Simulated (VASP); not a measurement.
# AlN (P6_3mc) in VASP: a series of runs

AlN is run at these levels: PBE, r2SCAN; tasks: single point, relaxation of cell and atoms.

Program: VASP 6.6.1. These are calculated values, not measurements. Logs are shortened: lines on timing, memory, paths and dates and some standing lists are left out, and cuts for length are marked.

**Measured values to compare with.**

“Self-assembly of well-separated AlN nanowires directly on sputtered metallic TiN films”, 2019, arxiv:1910.07391 quotes, for a bulk crystal of AlN at 10 K: band gap 6.034 eV (an exciton energy, a little under the gap).

The results are compared with them further down.

### Step 1. The cell of the first run

The structure is hexagonal, space group P6_3mc (No. 186). The conventional cell has a = 3.131 Å, b = 3.131 Å, c = 5.018 Å, α = 90.00°, β = 90.00°, γ = 120.00°. Al (site symmetry 3m) has 4 N at 1.90 to 1.92 Å within 2.5 Å. Within 2.5 Å of N (site symmetry 3m) lie 4 Al at 1.90 to 1.92 Å.

### Step 2. Single point, PBE

INCAR reads:

```
SYSTEM = AlN
  PREC = Accurate
  ENCUT = 520
  EDIFF = 1E-6
  ISMEAR = 0
  SIGMA = 0.05
  LREAL = .FALSE.
  LASPH = .TRUE.
  NELM = 80
  ALGO = Normal
  ISIF = 2
  LWAVE = .FALSE.
  LCHARG = .FALSE.
  GGA = PE
  NBANDS = 16
```

KPOINTS reads:

```
Automatic mesh
0
G
  8 8 4
  0 0 0
```

POSCAR reads:

```
AlN
1.0
    3.1308729308      0.0000000000      0.0000000000
   -1.5654364654      2.7114154941      0.0000000000
    0.0000000000      0.0000000000      5.0175159621
Al N
2 2
Direct
    0.3333333333      0.6666666667      0.0015478938
    0.6666666667      0.3333333333      0.5015478938
    0.3333333333      0.6666666667      0.3834521062
    0.6666666667      0.3333333333      0.8834521062
```

Potentials or basis: VASP PAW PBE potentials, release 64 (Al, N).

On the command line:

```
cat potpaw_PBE.64/Al/POTCAR potpaw_PBE.64/N/POTCAR > POTCAR
mpirun -np 1 vasp_std > vasp.out
```

OUTCAR:

```text
SYSTEM = AlN
   PREC = Accurate
   ENCUT = 520
   EDIFF = 1E-6
   ISMEAR = 0
   LREAL = .FALSE.
   LASPH = .TRUE.
   NELM = 80
   ISIF = 2
   GGA = PE

 ion  position               nearest neighbor table
   1  0.333  0.667  0.002-   4 1.90   4 1.90   4 1.90   3 1.92   2 3.09   2 3.09   2 3.09   2 3.09
                             2 3.09   2 3.09
   2  0.667  0.333  0.502-   3 1.90   3 1.90   3 1.90   4 1.92   1 3.09   1 3.09   1 3.09   1 3.09
                             1 3.09   1 3.09
   3  0.333  0.667  0.383-   2 1.90   2 1.90   2 1.90   1 1.92
   4  0.667  0.333  0.883-   1 1.90   1 1.90   1 1.90   2 1.92

  LATTYP: Found a hexagonal cell.
 ALAT       =     3.1308729308
 C/A-ratio  =     1.6025932936

  Lattice vectors:

 A1 = (   3.1308729308,   0.0000000000,   0.0000000000)
 A2 = (  -1.5654364654,   2.7114154941,   0.0000000000)
 A3 = (   0.0000000000,   0.0000000000,   5.0175159621)

Analysis of symmetry for initial positions (statically):
=====================================================================
 Subroutine PRICEL returns:
 Original cell was already a primitive cell.

 Routine SETGRP: Setting up the symmetry group for a
 hexagonal supercell.

 Subroutine GETGRP returns: Found 12 space group operations
 (whereof  6 operations were pure point group operations)
 out of a pool of 24 trial point group operations.

The static configuration has the point symmetry C_3v.
 The point group associated with its full space group is C_6v.

Analysis of symmetry for dynamics (positions and initial velocities):
=====================================================================
 Subroutine PRICEL returns:
 Original cell was already a primitive cell.

 Routine SETGRP: Setting up the symmetry group for a
 hexagonal supercell.

 Subroutine GETGRP returns: Found 12 space group operations
 (whereof  6 operations were pure point group operations)
 out of a pool of 24 trial point group operations.

The dynamic configuration has the point symmetry C_3v.
 The point group associated with its full space group is C_6v.

 Subroutine INISYM returns: Found 12 space group operations
 (whereof  6 operations are pure point group operations),
 and found     1 'primitive' translations

----------------------------------------------------------------------------------------

                                     Primitive cell

  volume of cell :      42.5942

  direct lattice vectors                    reciprocal lattice vectors
     3.130872931  0.000000000  0.000000000     0.319399740  0.184405526  0.000000000
    -1.565436465  2.711415494  0.000000000     0.000000000  0.368811052  0.000000000
     0.000000000  0.000000000  5.017515962     0.000000000  0.000000000  0.199301807

  length of vectors
     3.130872931  3.130872931  5.017515962     0.368811052  0.368811052  0.199301807

  position of ions in fractional coordinates (direct lattice)
     0.333333333  0.666666667  0.001547894
     0.666666667  0.333333333  0.501547894
     0.333333333  0.666666667  0.383452106
     0.666666667  0.333333333  0.883452106

  ion indices of the primitive-cell ions
   primitive index   ion index
                 1           1
                 2           2
                 3           3
                 4           4

----------------------------------------------------------------------------------------

 KPOINTS: Automatic mesh

Automatic generation of k-mesh.
 Grid dimensions read from file:
 generate k-points for:    8    8    4

 Generating k-lattice:

  Cartesian coordinates                     Fractional coordinates (reciprocal lattice)
     0.039924967  0.023050691  0.000000000     0.125000000  0.000000000  0.000000000
     0.000000000  0.046101381  0.000000000     0.000000000  0.125000000  0.000000000
     0.000000000  0.000000000  0.049825452     0.000000000  0.000000000  0.250000000

  Length of vectors
     0.046101381  0.046101381  0.049825452

  Shift w.r.t. Gamma in fractional coordinates (k-lattice)
     0.000000000  0.000000000  0.000000000

 Subroutine IBZKPT returns following result:
 ===========================================

 Found     30 irreducible k-points:

 Following reciprocal coordinates:
            Coordinates               Weight
  0.000000  0.000000  0.000000      1.000000
  0.125000 -0.000000  0.000000      6.000000
  0.250000 -0.000000  0.000000      6.000000
  0.375000 -0.000000  0.000000      6.000000
  0.500000 -0.000000  0.000000      3.000000
  0.125000  0.125000  0.000000      6.000000
[... 16 lines left out ...]
  0.250000 -0.000000  0.500000      6.000000
  0.375000 -0.000000  0.500000      6.000000
 [... further k-points ...]
   k-points           NKPTS =     30   k-points in BZ     NKDIM =     30   number of bands    NBANDS=     16
   number of dos      NEDOS =    301   number of ions     NIONS =      4
   total plane-waves  NPLWV =  23040
   dimension x,y,z NGX =    24 NGY =   24 NGZ =   40
   dimension x,y,z NGXF=    48 NGYF=   48 NGZF=   80
   ions per type =               2   2
   NGX,Y,Z   is equivalent  to a cutoff of  12.74, 12.74, 13.25 a.u.
   NGXF,Y,Z  is equivalent  to a cutoff of  25.49, 25.49, 26.51 a.u.
 SYSTEM =  AlN
   PREC   = accura    normal or accurate (medium, high low for compatibility)
   ISTART =      0    job   : 0-new  1-cont  2-samecut
   ICHARG =      2    charge: 1-file 2-atom 10-const
   ISPIN  =      1    spin polarized calculation?
   LNONCOLLINEAR =      F non collinear calculations
   LSORBIT =      F    spin-orbit coupling
   LASPH  =      T    aspherical Exc in radial PAW
   ENCUT  =  520.0 eV  38.22 Ry    6.18 a.u.   5.82  5.82  9.33*2*pi/ulx,y,z
   NELM   =     80;   NELMIN=  2; NELMDL= -5     # of ELM steps
   EDIFF  = 0.1E-05   stopping-criterion for ELM
   LREAL  =      F    real-space projection
   EDIFFG = 0.1E-04   stopping-criterion for IOM
   NSW    =      0    number of steps for IOM
   IBRION =     -1    ionic relax: 0-MD 1-quasi-New 2-CG
   NFREE  =      0    steps in history (QN), initial steepest desc. (CG)
   ISIF   =      2    stress and relaxation
   ISYM   =      2    0-nonsym 1-usesym 2-fastsym
   POTIM  = 0.5000    time-step for ionic-motion
   TEBEG  =    0.0;   TEEND  =   0.0 temperature during run
   PSTRESS=    0.0 pullay stress
   NELECT =      16.0000    total number of electrons
   NUPDOWN=      -1.0000    fix difference up-down
   EMIN   =  10.00;   EMAX   =-10.00  energy-range for DOS
   EFERMI =   0.00;   METHOD = LEGACY
   ISMEAR =     0;   SIGMA  =   0.05  broadening in eV -4-tet -1-fermi 0-gaus
   EFERMI_NEDOS =   21; number of points for ismear=-14 and -15
   IALGO  =     38    algorithm
   IMIX   =      4    mixing-type and parameters
     AMIX     =   0.40;   BMIX     =  1.00
     AMIX_MAG =   1.60;   BMIX_MAG =  1.00
  volume/ion in A,a.u.               =      10.65        71.86
  Fermi-wavevector in a.u.,A,eV,Ry     =   1.181222  2.232185 18.983999  1.395285
  Thomas-Fermi vector in A             =   2.317499
   LORBIT       =      0    0 simple, 1 ext, 2 COOP (PROOUT), +10 PAW based schemes
   GGA     = PE    functional components
   LHFCALC =     F    Hartree Fock is set to
   AEXX    =    0.0000 exact exchange contribution
   IVDW    =     0    specifies the selected vdW correction
   LEPSILON=     F    determine dielectric tensor
   LRPA    =     F    only Hartree local field effects (RPA)
 non-spin polarized calculation
 Gauss-broadening in eV      SIGMA  =   0.05
  energy-cutoff  :      520.00
  volume of cell :       42.59
 maximum number of plane-waves:      1170
 NGX is ok and might be reduce to    24
   NGX = 11   NGY = 11   NGZ = 19

 number of electron      15.9999999 magnetization

 Free energy of the ion-electron system (eV)
  ---------------------------------------------------
  ext. energy  EPLUGINS =         0.00000000
  ---------------------------------------------------
  free energy    TOTEN  =       -29.78038942 eV

  energy without entropy =      -29.78038942  energy(sigma->0) =      -29.78038942

 E-fermi :   6.2098     XC(G=0): -10.8255

 val. band max:        5.9680721668   @ k =   0.0000   0.0000   0.0000
 cond. band min:      10.0024021844   @ k =   0.0000   0.0000   0.0000
 fundamental gap:      4.0343300176
 Fermi energy:         6.2098335115

 k-point     1 :       0.0000    0.0000    0.0000
  band No.  band energies     occupation
      1      -9.1044      2.00000
      2      -7.0216      2.00000
      3       0.0603      2.00000
      4       5.1124      2.00000
      5       5.1124      2.00000
      6       5.7557      2.00000
[... 8 lines left out ...]
     15      18.9193      0.00000
     16      18.9193      0.00000

 k-point     2 :       0.1250   -0.0000    0.0000
  band No.  band energies     occupation
      1      -8.9113      2.00000
      2      -6.9144      2.00000
      3       0.2925      2.00000
      4       4.2528      2.00000
      5       4.8745      2.00000
      6       4.9315      2.00000
[... 8 lines left out ...]
     15      18.6537      0.00000
     16      18.9012      0.00000

 k-point     3 :       0.2500   -0.0000    0.0000
  band No.  band energies     occupation
      1      -8.3734      2.00000
      2      -6.6616      2.00000
      3       0.9594      2.00000
      4       2.5536      2.00000
      5       3.5175      2.00000
      6       4.4172      2.00000
[... 8 lines left out ...]
     15      17.8660      0.00000
     16      19.0993      0.00000

 k-point     4 :       0.3750   -0.0000    0.0000
  band No.  band energies     occupation
      1      -7.6487      2.00000
      2      -6.4790      2.00000
      3       1.1283      2.00000
      4       1.9349      2.00000
      5       2.3361      2.00000
      6       4.0438      2.00000
[... 8 lines left out ...]
     15      18.0713      0.00000
     16      20.6185      0.00000
[... 324 lines left out ...]
 k-point    22 :       0.1250   -0.0000    0.5000
  band No.  band energies     occupation
      1      -8.0729      2.00000
      2      -8.0729      2.00000
      3       2.5929      2.00000
      4       2.5929      2.00000
      5       4.9098      2.00000
      6       4.9098      2.00000
[... 8 lines left out ...]
     15      17.7405      0.00000
     16      17.7405      0.00000

 k-point    23 :       0.2500   -0.0000    0.5000
  band No.  band energies     occupation
      1      -7.6261      2.00000
      2      -7.6261      2.00000
      3       1.9848      2.00000
      4       1.9848      2.00000
      5       4.3853      2.00000
      6       4.3853      2.00000
[... 8 lines left out ...]
     15      18.6199      0.00000
     16      18.6199      0.00000

 k-point    24 :       0.3750   -0.0000    0.5000
  band No.  band energies     occupation
      1      -7.0909      2.00000
      2      -7.0909      2.00000
      3       0.9362      2.00000
      4       0.9362      2.00000
      5       4.4925      2.00000
      6       4.4925      2.00000
[... 8 lines left out ...]
     15      19.0302      0.00000
     16      19.0302      0.00000

 [... further k-points ...]

------------------------ aborting loop because EDIFF is reached ----------------------------------------

  FORCE on cell =-STRESS in cart. coord.  units (eV):
  Direction    XX          YY          ZZ          XY          YZ          ZX
  --------------------------------------------------------------------------------------
  -------------------------------------------------------------------------------------
  Total       -0.0818005     -0.0818005     -0.0936295      0.0000000     -0.0000000     -0.0000000
  in kB       -3.0769215     -3.0769215     -3.5218666      0.0000000     -0.0000000     -0.0000000
  external PRESSURE =      -3.2252365 kB  Pullay stress =       0.0000000 kB

 VOLUME and BASIS-vectors are now :
 -----------------------------------------------------------------------------
  energy-cutoff  :      520.00
  volume of cell :       42.59
      direct lattice vectors                 reciprocal lattice vectors
     3.130872931  0.000000000  0.000000000     0.319399740  0.184405526  0.000000000
    -1.565436465  2.711415494  0.000000000     0.000000000  0.368811052  0.000000000
     0.000000000  0.000000000  5.017515962     0.000000000  0.000000000  0.199301807

 POSITION                                       TOTAL-FORCE (eV/Angst)
 -----------------------------------------------------------------------------------
     -0.00000      1.80761      0.00777        -0.000000      0.000000      0.019226
      1.56544      0.90381      2.51652         0.000000      0.000000      0.019226
     -0.00000      1.80761      1.92398         0.000000      0.000000     -0.019226
      1.56544      0.90381      4.43274        -0.000000     -0.000000     -0.019226
 -----------------------------------------------------------------------------------
    total drift:                               -0.000000      0.000000      0.000607

  FREE ENERGIE OF THE ION-ELECTRON SYSTEM (eV)
  ---------------------------------------------------
  free  energy   TOTEN  =       -29.7803894201 eV

  energy  without entropy=      -29.7803894201  energy(sigma->0) =      -29.78038942
```

Run time: 14 s. Hardware: 1 thread of AMD EPYC 7R43 (Zen 3), shared host; peak memory 0.12 GiB.

What came out:

```
Free energy            : -29.7804 eV
Pressure               : -0.3 GPa
Largest force          : 0.019 eV/Å
Band gap on the k mesh : 4.03 eV, direct
```

Forces in eV/Å, atoms in the order of the input:
```
Al   0.000  0.000  0.019
Al   0.000  0.000  0.019
N    0.000  0.000 -0.019
N    0.000  0.000 -0.019
```

### Step 3. Single point, r2SCAN

This run uses another cell than the first one, of 10.40 Å³/atom, 0.977 times its volume.

POSCAR reads:

```
AlN
1.0
    3.1067847149      0.0000000000      0.0000000000
   -1.5533923575      2.6905544872      0.0000000000
    0.0000000000      0.0000000000      4.9780453772
Al N
2 2
Direct
    0.3333333333      0.6666666667      0.0016092452
    0.6666666667      0.3333333333      0.5016092452
    0.3333333333      0.6666666667      0.3833907548
    0.6666666667      0.3333333333      0.8833907548
```

INCAR.step1 reads:

```
  PREC = Accurate
  ENCUT = 520
  ISMEAR = 0
  SIGMA = 0.05
  LREAL = F
  LASPH = T
  NELM = 100
  NBANDS = 16
  GGA = PE
  ALGO = Normal
  EDIFF = 1E-4
  LWAVE = T
  LCHARG = F
```

INCAR.step2 reads:

```
  PREC = Accurate
  ENCUT = 520
  EDIFF = 1E-6
  ISMEAR = 0
  SIGMA = 0.05
  LREAL = F
  LASPH = T
  NELM = 100
  ALGO = Normal
  ISIF = 2
  LWAVE = F
  LCHARG = F
  METAGGA = R2SCAN
  LMIXTAU = T
  NBANDS = 16
  ISTART = 1
```

KPOINTS reads:

```
Automatic mesh
0
Gamma
  8 8 6
```

Potentials or basis: VASP PAW PBE potentials, release 64 (Al, N).

On the command line:

```
cat potpaw_PBE.64/Al/POTCAR potpaw_PBE.64/N/POTCAR > POTCAR
cp INCAR.step1 INCAR
mpirun -np 1 vasp_std > vasp.out
cp INCAR.step2 INCAR
mpirun -np 1 vasp_std > vasp.out
```

Run time: 81 s. Hardware: 1 thread of AMD EPYC 7R43 (Zen 3), shared host; peak memory 0.14 GiB.

Results (log left out):

```
Free energy            : -38.4562 eV
Pressure               : -0.4 GPa
Largest force          : 0.010 eV/Å
Band gap on the k mesh : 4.92 eV, direct
```

Forces in eV/Å, atoms in the order of the input:
```
Al   0.000  0.000  0.010
Al   0.000  0.000  0.010
N    0.000  0.000 -0.010
N    0.000  0.000 -0.010
```

Levels at points of the mesh, in eV from the valence-band top:
```tsv
k point	band 6	band 7	band 8	band 9	band 10	band 11
(0.00, 0.00, 0.00)	-0.23	-0.23	0.00	4.92	7.54	11.62
(0.50, 0.00, 0.00)	-2.14	-1.77	-0.71	6.45	6.56	9.05
(0.00, 0.00, 0.50)	-0.57	-0.57	-0.57	7.26	7.26	11.31
(0.50, 0.00, 0.50)	-1.50	-1.39	-1.39	6.00	6.00	10.14
```

Caveat: the PAW data sets were made with another functional, which shifts forces and pressure a little.

### Step 4. Relaxation of cell and atoms, PBE

This run uses another cell than the first one, of 10.54 Å³/atom, 0.989 times its volume.

INCAR reads:

```
SYSTEM = AlN
  PREC = Accurate
  ENCUT = 600
  EDIFF = 1E-6
  ISMEAR = 0
  SIGMA = 0.05
  LREAL = .False.
  LASPH = .True.
  NELM = 100
  ALGO = Normal
  ISIF = 3
  LWAVE = .False.
  LCHARG = .False.
  GGA = PE
  IBRION = 2
  NSW = 80
  EDIFFG = -0.03
```

KPOINTS reads:

```
Automatic mesh
0
Gamma
  8 8 4
  0 0 0
```

POSCAR reads:

```
AlN
1.0
    3.1213377828      0.0000000000      0.0000000000
   -1.5606688914      2.7031578137      0.0000000000
    0.0000000000      0.0000000000      4.9945383275
Al N
2 2
Direct
    0.3333333333      0.6666666667      0.0000000000
    0.6666666667      0.3333333333      0.5000000000
    0.3333333333      0.6666666667      0.3850000000
    0.6666666667      0.3333333333      0.8850000000
```

On the command line:

```
cat potpaw_PBE.64/Al/POTCAR potpaw_PBE.64/N/POTCAR > POTCAR
mpirun -np 1 vasp_std > vasp.out
```

Run time: 34 s. Hardware: 1 thread of AMD EPYC 7R43 (Zen 3), shared host; peak memory 0.15 GiB.

The run converged. Its results:

| Item | Value |
| --- | --- |
| Free energy | -29.7828 eV |
| Relaxed volume | 10.62 Å³/atom |
| Relaxed cell | a = 3.130 Å, b = 3.130 Å, c = 5.007 Å, α = 90.00°, β = 90.00°, γ = 120.00° |
| Space group after relaxing (to 0.05 Å) | P6_3mc (No. 186) |
| Energy gained by relaxing | 1.1 meV/atom |
| Ionic steps | 4 |
| Pressure after relaxing | 0.0 GPa |
| Largest force after relaxing | 0.015 eV/Å |
| Band gap on the k mesh | 4.05 eV, direct |

Forces on the atoms (eV/Å):
```
Al   0.000  0.000  0.015
Al   0.000  0.000  0.015
N    0.000  0.000 -0.015
N    0.000  0.000 -0.015
```

Stress tensor (GPa, compression positive):
```
-0.19  0.00  0.00
 0.00 -0.19  0.00
 0.00  0.00  0.30
```

Step by step:
```tsv
step	energy change (eV)	largest force (eV/Å)	pressure (GPa)	volume (Å³)
1	0.0000	0.1809	1.63	42.14
2	-0.0016	0.0725	-1.43	42.80
3	-0.0040	0.0388	-0.11	42.51
4	-0.0045	0.0150	-0.03	42.50
```

Final structure:
```xyz
4
Lattice="3.1305 0.0000 0.0000 -1.5652 2.7111 0.0000 0.0000 0.0000 5.0071" Properties=species:S:1:pos:R:3 pbc="T T T"
Al    0.0000    1.8074    0.0070
Al    1.5652    0.9037    2.5106
N     0.0000    1.8074    1.9207
N     1.5652    0.9037    4.4243
```

Levels at points of the mesh, in eV from the valence-band top:
```
           k point  band 6  band 7  band 8  band 9  band 10  band 11
(0.00, 0.00, 0.00)   -0.23   -0.23    0.00    4.05     6.49    10.47
(0.50, 0.00, 0.00)   -2.09   -1.76   -0.70    5.74     5.77     8.02
(0.00, 0.00, 0.50)   -0.56   -0.56   -0.56    6.30     6.30    10.17
(0.50, 0.00, 0.50)   -1.47   -1.35   -1.35    5.24     5.24     9.14
```

### Step 5. Summary

| task | level | cell | k mesh | cutoff (eV) | gap on the mesh (eV) | pressure (GPa) | largest force (eV/Å) |
| --- | --- | --- | --- | --- | --- | --- | --- |
| single point | PBE | a = 3.131, b = 3.131, c = 5.018 Å, angles 90.0, 90.0, 120.0°, 4 atoms | 8 × 8 × 4 | 520 | 4.03 | -0.3 | 0.02 |
| single point | r2SCAN | a = 3.107, b = 3.107, c = 4.978 Å, angles 90.0, 90.0, 120.0°, 4 atoms | 8 × 8 × 6 | 520 | 4.92 | -0.4 | 0.01 |
| relaxation of cell and atoms | PBE | relaxed from a = 3.121, b = 3.121, c = 4.995 Å, angles 90.0, 90.0, 120.0°, 4 atoms | 8 × 8 × 4 | 600 | 4.05 | 0.0 | 0.01 |

Alike in all rows: potentials or basis VASP PAW PBE potentials, release 64 (Al, N); no spin polarisation; smearing gaussian 0.05 eV.

Caveats: the PAW data sets were made with another functional, which shifts forces and pressure a little (some runs).

Total energies depend on the potentials used, so only differences within one code and one set of settings carry meaning.

### Step 6. Comparison with measurements

Step 2. A measured gap of AlN is 6.034 eV (an exciton energy, a little under the gap; 10 K; quoted in “Self-assembly of well-separated AlN nanowires directly on sputtered metallic TiN films”, 2019, arxiv:1910.07391); the calculated 4.03 eV misses it by -2.00 eV. 2 values of this kind are on record (6.034 to 6.0343 eV); this one was drawn at random. The value is that of PBE, without temperature or zero-point motion. Semilocal functionals fall short of measured gaps as a rule.

Step 3. Measured gap of AlN: 6.034 eV (an exciton energy, a little under the gap; 10 K; quoted in “Self-assembly of well-separated AlN nanowires directly on sputtered metallic TiN films”, 2019, arxiv:1910.07391). This calculation gives 4.92 eV (-1.12 eV). 2 values of this kind are on record (6.034 to 6.0343 eV); this one was drawn at random. The value is that of r2SCAN on a finite k mesh, which can miss the band edges, without temperature or zero-point motion.
